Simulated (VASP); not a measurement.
**Ag: single point with PBEsol**

Ag:

```
Ag
1.0
     2.82215    0.04712   -0.01250
    -1.37027    2.46992    0.02741
    -0.02044    0.03997    4.65658
Ag
2
Direct
  0.31252 0.57305 0.25082
  0.68748 0.42695 0.74918
```

This cell differs from its parent crystal: atoms moved at random and the cell strained at random.

```yaml
Program: VASP 6.6.1
Task: single point
Functional: PBEsol
Potentials_or_basis: VASP PAW PBE potentials, release 64 (Ag)
Cutoff: 520 eV
k_mesh: 12 × 12 × 8
Occupations: gaussian, width 0.15 eV
Spin: no spin polarisation
Dipole_correction: no
Further_INCAR_settings: ALGO = Fast; EDIFF = 1e-06; NBANDS = 18
```

The pressure is 4.3 GPa, the largest force is 0.474 eV/Å and the band gap on the k mesh is zero (bands 11 and 12 overlap by 7.46 eV).

Forces on the atoms (eV/Å):
```
Ag  -0.390  0.229 -0.141
Ag   0.390 -0.229  0.141
```

Stress tensor (GPa, compression positive):
```
 6.44 -1.49  0.84
-1.49 -1.77 -0.28
 0.84 -0.28  8.19
```

Levels at points of the mesh, in eV from the Fermi level:
```
           k point  band 7  band 8  band 9  band 10  band 11  band 12  band 13  band 14  band 15  band 16
(0.00, 0.00, 0.00)   -4.56   -4.24   -3.80    -3.46    -2.67    -0.55     3.89    15.64    16.27    17.73
(0.50, 0.00, 0.00)   -4.12   -3.44   -2.94    -2.83     0.20     1.35     7.20     7.65     9.27    10.21
(0.00, 0.50, 0.00)   -3.01   -2.96   -2.82    -2.76    -0.87     2.26     5.44     5.89    10.96    11.35
(0.50, 0.50, 0.00)   -4.25   -3.26   -2.93    -2.72     1.05     1.18     8.42     8.70     9.23     9.60
(0.00, 0.00, 0.50)   -4.54   -4.52   -3.59    -3.55    -3.50    -3.42    11.37    11.48    16.32    16.43
(0.50, 0.00, 0.50)   -2.90   -2.89   -2.82    -2.80     0.41     0.42     4.82     4.84    12.80    13.10
(0.00, 0.50, 0.50)   -3.69   -3.66   -2.89    -2.87     1.44     1.66     3.53     3.77    14.04    14.12
(0.50, 0.50, 0.50)   -2.85   -2.84   -2.66    -2.62     0.41     0.61     5.39     5.71    12.33    12.50
```

Wall time 110 s on 1 thread of Intel(R) Xeon(R) 6975P-C (Granite Rapids) (shared host), peak memory 0.37 GiB.

Caveat: the cell differs from its parent crystal (atoms moved at random and the cell strained at random); the stress differs along the axes, from -2 to 8 GPa; the PAW data sets were made with another functional, which shifts forces and pressure a little.
